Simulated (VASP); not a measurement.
Set up this calculation in VASP 6.6.1, as the native input.

```yaml
Task: single point
Functional: PBE
Potentials_or_basis: VASP PAW PBE potentials, release 64 (Hf_pv, N)
Cutoff: 600 eV
k_mesh: 10 × 10 × 10
Occupations: gaussian, width 0.028 eV
Spin: no spin polarisation
Dipole_correction: no
Further_INCAR_settings: ALGO = Normal; EDIFF = 1e-06; NBANDS = 14
```

The structure of HfN lies in POSCAR:

```
HfN
1.0
    0.0000000000      2.2560000000      2.2560000000
    2.2560000000      0.0000000000      2.2560000000
    2.2560000000      2.2560000000      0.0000000000
Hf N
1 1
Direct
    0.0000000000      0.0000000000      0.0000000000
    0.5000000000      0.5000000000      0.5000000000
```

The input as run:

INCAR

```
PREC     = Accurate       # precision mode
ENCUT    = 600            # plane-wave cutoff, eV
EDIFF    = 1E-6           # SCF threshold, eV
ISMEAR   = 0              # smearing method
SIGMA    = 0.028000000000000004 # smearing width, eV
LREAL    = False          # projectors in reciprocal space
LASPH    = True           # aspherical terms in the spheres
NELM     = 120            # most SCF steps
ALGO     = Normal         # electronic algorithm
ISIF     = 2              # what is computed and relaxed
LWAVE    = False          # write WAVECAR
LCHARG   = False          # write CHGCAR
GGA      = PE             # functional
NBANDS   = 14             # bands
GGA_COMPAT= False
```

KPOINTS

```
Automatic mesh
0
Gamma
  10 10 10
```

Potentials or basis: VASP PAW PBE potentials, release 64 (Hf_pv, N).

Run with:

```console
$ cat potpaw_PBE.64/Hf_pv/POTCAR potpaw_PBE.64/N/POTCAR > POTCAR
$ mpirun -np 1 vasp_std > vasp.out
```

It gave:

```
Pressure               : 4.1 GPa
Band gap on the k mesh : zero (an odd number of electrons rules out a gap without spin polarisation)
```

Caveat: the cell stands under pressure; spin-orbit coupling is left out, which moves the levels of the heavy elements.

It took 10 s on 1 thread of Intel(R) Xeon(R) 6975P-C (Granite Rapids) (shared host), peak memory 0.17 GiB.
